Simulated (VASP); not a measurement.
# C (Cmcm) in VASP: a series of runs

C is run at these levels: PBE; tasks: single point.

All numbers are computed with VASP 6.6.1; they aren't measurements. Logs are shortened: lines on timing, memory, paths and dates and some standing lists are left out, and cuts for length are marked.

## Step 1: The cell of the first run

It takes space group Cmcm (No. 63, orthorhombic). The conventional cell has a = 2.294 Å, b = 4.272 Å, c = 8.565 Å, α = 90.00°, β = 90.00°, γ = 90.00°. C (site symmetry m2m) has 3 C at 1.35 to 1.42 Å within 1.8 Å. C (site symmetry m2m) has 3 C at 1.35 to 1.42 Å within 1.8 Å.

## Step 2: Single point, PBE (mode 4 frozen in at +0.000 Å, normal strain along x -0.0700)

Contents of INCAR:

```
ALGO     = Normal         # electronic algorithm
EDIFF    = 1E-6           # SCF threshold, eV
ENCUT    = 520            # plane-wave cutoff, eV
GGA      = PE             # functional
ISIF     = 2              # what is computed and relaxed
ISMEAR   = 0              # smearing method
LASPH    = T              # aspherical terms in the spheres
LCHARG   = F              # write CHGCAR
LREAL    = F              # projectors in reciprocal space
LWAVE    = F              # write WAVECAR
NBANDS   = 16             # bands
NELM     = 60             # most SCF steps
PREC     = Accurate       # precision mode
SIGMA    = 0.15           # smearing width, eV
```

Contents of KPOINTS:

```
k-points
0
Gamma
  18 18 6
```

Contents of POSCAR:

```
C
1.0
    2.2938665104      0.0000000000      0.0000000000
   -1.1469332552      2.1360716891      0.0000000000
    0.0000000000      0.0000000000      8.5653080463
C
4
Direct
    0.0000000000      0.0000000000      0.0025000000
    0.0000000000      0.0000000000      0.5025000000
    0.3333333333      0.6666666667      0.0025000000
    0.6666666667      0.3333333333      0.5025000000
```

Potentials or basis: VASP PAW PBE potentials, release 64 (C).

Launch:

```
$ cat potpaw_PBE.64/C/POTCAR > POTCAR
$ mpirun -np 1 vasp_std > vasp.out
```

OUTCAR:

```text
EDIFF = 1E-6
   ENCUT = 520
   GGA = PE
   ISIF = 2
   ISMEAR = 0
   LASPH = T
   LREAL = F
   NELM = 60
   PREC = Accurate

 ion  position               nearest neighbor table
   1  0.000  0.000  0.002-   3 1.35   3 1.35   3 1.42
   2  0.000  0.000  0.502-   4 1.35   4 1.35   4 1.42
   3  0.333  0.667  0.002-   1 1.35   1 1.35   1 1.42
   4  0.667  0.333  0.502-   2 1.35   2 1.35   2 1.42

  LATTYP: Found a base centered orthorhombic cell.
 ALAT       =     2.2938665104
 B/A-ratio  =     1.8624202232
 C/A-ratio  =     3.7340045759

  Lattice vectors:

 A1 = (   1.1469332552,  -2.1360716891,   0.0000000000)
 A2 = (   1.1469332552,   2.1360716891,   0.0000000000)
 A3 = (   0.0000000000,   0.0000000000,   8.5653080463)

Analysis of symmetry for initial positions (statically):
=====================================================================
 Subroutine PRICEL returns:
 Original cell was already a primitive cell.

 Routine SETGRP: Setting up the symmetry group for a
 base centered orthorhombic supercell.

 Subroutine GETGRP returns: Found  8 space group operations
 (whereof  2 operations were pure point group operations)
 out of a pool of  8 trial point group operations.

The static configuration has the point symmetry C_1h.
 The point group associated with its full space group is D_2h.

Analysis of symmetry for dynamics (positions and initial velocities):
=====================================================================
 Subroutine PRICEL returns:
 Original cell was already a primitive cell.

 Routine SETGRP: Setting up the symmetry group for a
 base centered orthorhombic supercell.

 Subroutine GETGRP returns: Found  8 space group operations
 (whereof  2 operations were pure point group operations)
 out of a pool of  8 trial point group operations.

The dynamic configuration has the point symmetry C_1h.
 The point group associated with its full space group is D_2h.

 Subroutine INISYM returns: Found  8 space group operations
 (whereof  2 operations are pure point group operations),
 and found     1 'primitive' translations

----------------------------------------------------------------------------------------

                                     Primitive cell

  volume of cell :      41.9688

  direct lattice vectors                    reciprocal lattice vectors
     2.293866510  0.000000000  0.000000000     0.435945159  0.234074541  0.000000000
    -1.146933255  2.136071689  0.000000000     0.000000000  0.468149082  0.000000000
     0.000000000  0.000000000  8.565308046     0.000000000  0.000000000  0.116750033

  length of vectors
     2.293866510  2.424511941  8.565308046     0.494812158  0.468149082  0.116750033

  position of ions in fractional coordinates (direct lattice)
     0.000000000  0.000000000  0.002500000
     0.000000000  0.000000000  0.502500000
     0.333333333  0.666666667  0.002500000
     0.666666667  0.333333333  0.502500000

  ion indices of the primitive-cell ions
   primitive index   ion index
                 1           1
                 2           2
                 3           3
                 4           4

----------------------------------------------------------------------------------------

 KPOINTS: k-points

Automatic generation of k-mesh.
 Grid dimensions read from file:
 generate k-points for:   18   18    6

 Generating k-lattice:

  Cartesian coordinates                     Fractional coordinates (reciprocal lattice)
     0.024219175  0.013004141  0.000000000     0.055555556  0.000000000  0.000000000
     0.000000000  0.026008282  0.000000000     0.000000000  0.055555556  0.000000000
     0.000000000  0.000000000  0.019458339     0.000000000  0.000000000  0.166666667

  Length of vectors
     0.027489564  0.026008282  0.019458339

  Shift w.r.t. Gamma in fractional coordinates (k-lattice)
     0.000000000  0.000000000  0.000000000

 Subroutine IBZKPT returns following result:
 ===========================================

 Found    364 irreducible k-points:

 Following reciprocal coordinates:
            Coordinates               Weight
  0.000000  0.000000  0.000000      1.000000
  0.055556 -0.000000  0.000000      4.000000
  0.111111 -0.000000  0.000000      4.000000
  0.166667 -0.000000  0.000000      4.000000
  0.222222 -0.000000  0.000000      4.000000
  0.277778 -0.000000  0.000000      4.000000
[... 16 lines left out ...]
 -0.333333  0.055556  0.000000      4.000000
 -0.277778  0.055556  0.000000      4.000000
 [... further k-points ...]
   k-points           NKPTS =    364   k-points in BZ     NKDIM =    364   number of bands    NBANDS=     16
   number of dos      NEDOS =    301   number of ions     NIONS =      4
   total plane-waves  NPLWV =  20736
   dimension x,y,z NGX =    18 NGY =   18 NGZ =   64
   dimension x,y,z NGXF=    36 NGYF=   36 NGZF=  128
   ions per type =               4
   NGX,Y,Z   is equivalent  to a cutoff of  13.05, 12.34, 12.42 a.u.
   NGXF,Y,Z  is equivalent  to a cutoff of  26.09, 24.68, 24.84 a.u.
 SYSTEM =  unknown system
   PREC   = accura    normal or accurate (medium, high low for compatibility)
   ISTART =      0    job   : 0-new  1-cont  2-samecut
   ICHARG =      2    charge: 1-file 2-atom 10-const
   ISPIN  =      1    spin polarized calculation?
   LNONCOLLINEAR =      F non collinear calculations
   LSORBIT =      F    spin-orbit coupling
   LASPH  =      T    aspherical Exc in radial PAW
   ENCUT  =  520.0 eV  38.22 Ry    6.18 a.u.   4.27  4.51 15.93*2*pi/ulx,y,z
   NELM   =     60;   NELMIN=  2; NELMDL= -5     # of ELM steps
   EDIFF  = 0.1E-05   stopping-criterion for ELM
   LREAL  =      F    real-space projection
   EDIFFG = 0.1E-04   stopping-criterion for IOM
   NSW    =      0    number of steps for IOM
   IBRION =     -1    ionic relax: 0-MD 1-quasi-New 2-CG
   NFREE  =      0    steps in history (QN), initial steepest desc. (CG)
   ISIF   =      2    stress and relaxation
   ISYM   =      2    0-nonsym 1-usesym 2-fastsym
   POTIM  = 0.5000    time-step for ionic-motion
   TEBEG  =    0.0;   TEEND  =   0.0 temperature during run
   PSTRESS=    0.0 pullay stress
   NELECT =      16.0000    total number of electrons
   NUPDOWN=      -1.0000    fix difference up-down
   EMIN   =  10.00;   EMAX   =-10.00  energy-range for DOS
   EFERMI =   0.00;   METHOD = LEGACY
   ISMEAR =     0;   SIGMA  =   0.15  broadening in eV -4-tet -1-fermi 0-gaus
   EFERMI_NEDOS =   21; number of points for ismear=-14 and -15
   IALGO  =     38    algorithm
   IMIX   =      4    mixing-type and parameters
     AMIX     =   0.40;   BMIX     =  1.00
     AMIX_MAG =   1.60;   BMIX_MAG =  1.00
  volume/ion in A,a.u.               =      10.49        70.80
  Fermi-wavevector in a.u.,A,eV,Ry     =   1.187060  2.243217 19.172111  1.409110
  Thomas-Fermi vector in A             =   2.323219
   LORBIT       =      0    0 simple, 1 ext, 2 COOP (PROOUT), +10 PAW based schemes
   GGA     = PE    functional components
   LHFCALC =     F    Hartree Fock is set to
   AEXX    =    0.0000 exact exchange contribution
   IVDW    =     0    specifies the selected vdW correction
   LEPSILON=     F    determine dielectric tensor
   LRPA    =     F    only Hartree local field effects (RPA)
 non-spin polarized calculation
 Gauss-broadening in eV      SIGMA  =   0.15
  energy-cutoff  :      520.00
  volume of cell :       41.97
 maximum number of plane-waves:      1164
 NGX is ok and might be reduce to    18
   NGX =  9   NGY =  9   NGZ = 31

 number of electron      15.9999998 magnetization

 Free energy of the ion-electron system (eV)
  ---------------------------------------------------
  ext. energy  EPLUGINS =         0.00000000
  ---------------------------------------------------
  free energy    TOTEN  =       -36.22180826 eV

  energy without entropy =      -36.22180816  energy(sigma->0) =      -36.22180821

 E-fermi :   3.3820     XC(G=0):  -8.8674

 val. band max:        2.9337573914   @ k =   0.3333   0.3333   0.0000
 cond. band min:       3.8293750519   @ k =   0.3333   0.3333   0.0000
 fundamental gap:      0.8956176605
 Fermi energy:         3.3820181460

 k-point     1 :       0.0000    0.0000    0.0000
  band No.  band energies     occupation
      1     -17.0731      2.00000
      2     -17.0417      2.00000
      3      -5.2322      2.00000
      4      -4.7974      2.00000
      5       0.1096      2.00000
      6       0.1111      2.00000
[... 8 lines left out ...]
     15      13.3564      0.00000
     16      16.0844      0.00000

 k-point     2 :       0.0556   -0.0000    0.0000
  band No.  band energies     occupation
      1     -16.9925      2.00000
      2     -16.9612      2.00000
      3      -5.1323      2.00000
      4      -4.6992      2.00000
      5      -0.0776      2.00000
      6      -0.0763      2.00000
[... 8 lines left out ...]
     15      13.4919      0.00000
     16      15.7988      0.00000

 k-point     3 :       0.1111   -0.0000    0.0000
  band No.  band energies     occupation
      1     -16.7510      2.00000
      2     -16.7203      2.00000
      3      -4.8335      2.00000
      4      -4.4054      2.00000
      5      -0.6374      2.00000
      6      -0.6367      2.00000
[... 8 lines left out ...]
     15      13.8300      0.00000
     16      14.9968      0.00000

 k-point     4 :       0.1667   -0.0000    0.0000
  band No.  band energies     occupation
      1     -16.3497      2.00000
      2     -16.3200      2.00000
      3      -4.3389      2.00000
      4      -3.9194      2.00000
      5      -1.7666      2.00000
      6      -1.7636      2.00000
[... 8 lines left out ...]
     15      14.1886      0.00000
     16      14.7563      0.00000
[... 324 lines left out ...]
 k-point    22 :      -0.3889    0.0556    0.0000
  band No.  band energies     occupation
      1     -13.6125      2.00000
      2     -13.5894      2.00000
      3      -7.2154      2.00000
      4      -7.2048      2.00000
      5      -3.3555      2.00000
      6      -3.3526      2.00000
[... 8 lines left out ...]
     15      17.3833      0.00000
     16      18.4513      0.00000

 k-point    23 :      -0.3333    0.0556    0.0000
  band No.  band energies     occupation
      1     -14.5594      2.00000
      2     -14.5341      2.00000
      3      -5.6747      2.00000
      4      -5.6667      2.00000
      5      -2.8411      2.00000
      6      -2.8387      2.00000
[... 8 lines left out ...]
     15      16.2937      0.00000
     16      17.8088      0.00000

 k-point    24 :      -0.2778    0.0556    0.0000
  band No.  band energies     occupation
      1     -15.3581      2.00000
      2     -15.3309      2.00000
      3      -4.1404      2.00000
      4      -4.1347      2.00000
      5      -3.1267      2.00000
      6      -2.7303      2.00000
[... 8 lines left out ...]
     15      15.3579      0.00000
     16      16.2610      0.00000

 [... further k-points ...]

------------------------ aborting loop because EDIFF is reached ----------------------------------------

  FORCE on cell =-STRESS in cart. coord.  units (eV):
  Direction    XX          YY          ZZ          XY          YZ          ZX
  --------------------------------------------------------------------------------------
  -------------------------------------------------------------------------------------
  Total       19.4065371      3.3091786     -0.0137877     -0.0000000     -0.0000000      0.0000000
  in kB      740.8523766    126.3292268     -0.5263502     -0.0000000     -0.0000000      0.0000000
  external PRESSURE =     288.8850844 kB  Pullay stress =       0.0000000 kB

 VOLUME and BASIS-vectors are now :
 -----------------------------------------------------------------------------
  energy-cutoff  :      520.00
  volume of cell :       41.97
      direct lattice vectors                 reciprocal lattice vectors
     2.293866510  0.000000000  0.000000000     0.435945159  0.234074541  0.000000000
    -1.146933255  2.136071689  0.000000000     0.000000000  0.468149082  0.000000000
     0.000000000  0.000000000  8.565308046     0.000000000  0.000000000  0.116750033

 POSITION                                       TOTAL-FORCE (eV/Angst)
 -----------------------------------------------------------------------------------
      0.00000      0.00000      0.02141         0.000000      1.380577      0.000000
      0.00000      0.00000      4.30407         0.000000     -1.380577      0.000000
     -0.00000      1.42405      0.02141         0.000000     -1.380833      0.000000
      1.14693      0.71202      4.30407        -0.000000      1.380833      0.000000
 -----------------------------------------------------------------------------------
    total drift:                                0.000000      0.000000     -0.000009

  FREE ENERGIE OF THE ION-ELECTRON SYSTEM (eV)
  ---------------------------------------------------
  free  energy   TOTEN  =       -36.2218082642 eV

  energy  without entropy=      -36.2218081607  energy(sigma->0) =      -36.22180821
```

Wall time 92 s (1 thread of Intel Xeon Platinum 8559C (Emerald Rapids), shared host); peak memory 0.28 GiB.

Results:

| Item | Value |
| --- | --- |
| Free energy | -36.2218 eV |
| Pressure | 28.9 GPa |
| Largest force | 1.381 eV/Å |
| Band gap on the k mesh | 0.90 eV, direct |

Forces on the atoms (eV/Å):
```
C    0.000  1.381  0.000
C    0.000 -1.381  0.000
C    0.000 -1.381  0.000
C    0.000  1.381  0.000
```

Stress tensor (GPa, compression positive):
```
74.09  0.00  0.00
 0.00 12.63  0.00
 0.00  0.00 -0.05
```

Caveat: the cell differs from its parent crystal (mode 4 frozen in at +0.000 Å, normal strain along x -0.0700); this functional lacks dispersion, which binds the layers, so the pressure and a relaxed spacing across them are unreliable; forces of over 1 eV/Å act on the atoms, so gaps and moduli don't describe the material at rest. A k mesh can miss the band edges.

## Step 3: Single point, PBE (mode 4 frozen in at +0.000 Å, normal strain along x -0.0467)

Contents of INCAR:

```
SYSTEM = C
PREC = Accurate
ENCUT = 520
EDIFF = 1E-6
ISMEAR = 0
SIGMA = 0.15
LREAL = .False.
LASPH = .True.
NELM = 80
ALGO = Normal
ISIF = 2
LWAVE = .False.
LCHARG = .False.
GGA = PE
NBANDS = 16
```

Contents of KPOINTS:

```
Automatic mesh
0
Gamma
  18 18 6
  0 0 0
```

POSCAR, as its differences from that of step 2:

```diff
@@ -2,4 +2,4 @@
 1.0
-    2.2938665104      0.0000000000      0.0000000000
-   -1.1469332552      2.1360716891      0.0000000000
+    2.3513364993      0.0000000000      0.0000000000
+   -1.1756682496      2.1360716891      0.0000000000
     0.0000000000      0.0000000000      8.5653080463
```

Potentials or basis: VASP PAW PBE potentials, release 64 (C).

Launch:

```
$ cat potpaw_PBE.64/C/POTCAR > POTCAR
$ mpirun -np 1 vasp_std > vasp.out
```

Run time: 100 s. Hardware: 1 thread of Intel Xeon Platinum 8559C (Emerald Rapids), shared host; peak memory 0.28 GiB.

Results (log left out):

```
Free energy            : -36.6141 eV
Pressure               : 18.0 GPa
Largest force          : 0.756 eV/Å
Band gap on the k mesh : 0.54 eV, direct
```

Forces on the atoms (eV/Å):
```
C    0.000  0.755  0.000
C    0.000 -0.755  0.000
C    0.000 -0.756  0.000
C    0.000  0.756  0.000
```

Stress tensor (GPa, compression positive):
```
45.92  0.00  0.00
 0.00  8.03  0.00
 0.00  0.00 -0.04
```

Levels at points of the mesh, in eV from the valence-band top:
| k point | band 4 | band 5 | band 6 | band 7 | band 8 | band 9 | band 10 | band 11 | band 12 | band 13 |
| --- | --- | --- | --- | --- | --- | --- | --- | --- | --- | --- |
| (0.00, 0.00, 0.00) | -7.62 | -2.90 | -2.90 | -2.59 | -2.59 | 3.08 | 6.34 | 8.30 | 8.30 | 9.64 |
| (0.50, 0.00, 0.00) | -13.47 | -6.61 | -6.60 | -2.08 | -1.95 | 1.87 | 2.06 | 7.73 | 7.78 | 11.23 |
| (0.00, 0.50, 0.00) | -13.35 | -5.78 | -5.78 | -2.75 | -2.62 | 1.88 | 2.11 | 9.53 | 9.57 | 10.61 |
| (0.00, 0.00, 0.50) | -7.85 | -2.90 | -2.90 | -2.59 | -2.59 | 4.32 | 4.32 | 8.30 | 8.30 | 9.64 |
| (0.50, 0.00, 0.50) | -13.48 | -6.61 | -6.61 | -2.01 | -2.01 | 1.95 | 1.95 | 7.76 | 7.76 | 12.04 |
| (0.00, 0.50, 0.50) | -13.36 | -5.78 | -5.78 | -2.68 | -2.68 | 1.98 | 1.98 | 9.56 | 9.56 | 11.60 |

Caveat: the cell differs from its parent crystal (mode 4 frozen in at +0.000 Å, normal strain along x -0.0467); this functional lacks dispersion, which binds the layers, so the pressure and a relaxed spacing across them are unreliable. A k mesh can miss the band edges.
